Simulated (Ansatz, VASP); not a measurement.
**SiC: VASP beside Ansatz**

Contents of INCAR:

```
ALGO = Normal ; EDIFF = 1E-6
ENCUT = 520 ; GGA = PS
ISIF = 2 ; ISMEAR = 0
LASPH = T ; LCHARG = T
LELF = T ; LREAL = F
LVHAR = T ; LWAVE = F
NBANDS = 11 ; NELM = 100
PREC = Accurate ; SIGMA = 0.05
```

KPOINTS

```
k-points
0
Gamma
  20 20 20
```

POSCAR

```
SiC
1.0
    0.0000000000      1.9617818787      1.9617818787
    1.9617818787      0.0000000000      1.9617818787
    1.9617818787      1.9617818787      0.0000000000
C Si
1 1
Direct
    0.0000000000      0.0000000000      0.0000000000
    0.5000000000      0.5000000000      0.5000000000
```

Input for Ansatz:

```yaml
crystal:
  lattice:
    - [0.0, 1.9617818787, 1.9617818787]
    - [1.9617818787, 0.0, 1.9617818787]
    - [1.9617818787, 1.9617818787, 0.0]
  atoms:
    - { symbol: C, position: [0.0, 0.0, 0.0] }
    - { symbol: Si, position: [0.5, 0.5, 0.5] }
basis:
  ecutwfc: 420
  ecutrho_ratio: 4
kpoints:
  mp_grid: { grid: [20, 20, 20] }
hamiltonian:
  xc: pbesol
scf:
  occupations: { method: gaussian, width: 0.05 }
output:
  forces: true
  stress: true
  eigenvalues: true
```

Alike in both runs: task single point; functional PBEsol; k mesh 20 × 20 × 20; occupations gaussian, width 0.05 eV; no spin polarisation.

```csv
,VASP,Ansatz
version,VASP 6.6.1,Ansatz 0.2.0
potentials or method,"VASP PAW PBE potentials, release 64 (C, Si), cutoff 520 eV","scalar-relativistic, plane waves, PAW"
valence electrons in the cell,8,8
```

```csv
,VASP,Ansatz,Ansatz less VASP
gap on the k mesh at the Fermi level (eV),none,none,-
pressure (GPa),26.4,25.7,-0.71
```

VASP's potentials were made for PBE, not for PBEsol. A gap of «none» marks a metal or a gap that the smearing closes. The functional is the same, so the differences come from potentials, cutoffs and numerics.
